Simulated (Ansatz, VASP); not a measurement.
Two plane-wave programs on SrTiO3

```
CELL_PARAMETERS angstrom
3.83963 0.00000 0.00000
0.00000 3.83963 0.00000
0.00000 0.00000 3.89138
ATOMIC_POSITIONS crystal
Sr 0.00000 0.00000 0.00000
Ti 0.50000 0.50000 0.50000
O 0.00000 0.50000 0.50000
O 0.50000 0.00000 0.50000
O 0.50000 0.50000 0.00000
```

Change from the starting cell: mode 1 frozen in at +0.000 Å, equal normal strain along x and y -0.0133.

Alike in both runs: task single point; functional PBEsol; k mesh 8 × 8 × 8; occupations gaussian, width 0.05 eV; no spin polarisation.

```csv
,VASP,Ansatz
version,VASP 6.6.1,Ansatz 0.2.0
potentials or method,"VASP PAW PBE potentials, release 64 (Sr_sv, Ti_sv, O), cutoff 520 eV","scalar-relativistic, plane waves, PAW"
valence electrons in the cell,40,40
```

|  | VASP | Ansatz | Ansatz less VASP |
| --- | --- | --- | --- |
| gap on the k mesh at the Fermi level (eV) | 1.83 | 1.87 | +0.040 |
| least direct gap on the mesh (eV) | 2.18 | 2.20 | +0.020 |
| pressure (GPa) | 6.0 | 5.3 | -0.68 |
| traceless stress, the component that is largest in VASP (GPa) | -2.46 | -2.44 | +0.027 |

VASP's potentials were made for PBE, not for PBEsol, and Ansatz warns of the same on its side. With one functional, cell and mesh, what is left measures potentials, basis and numerics.
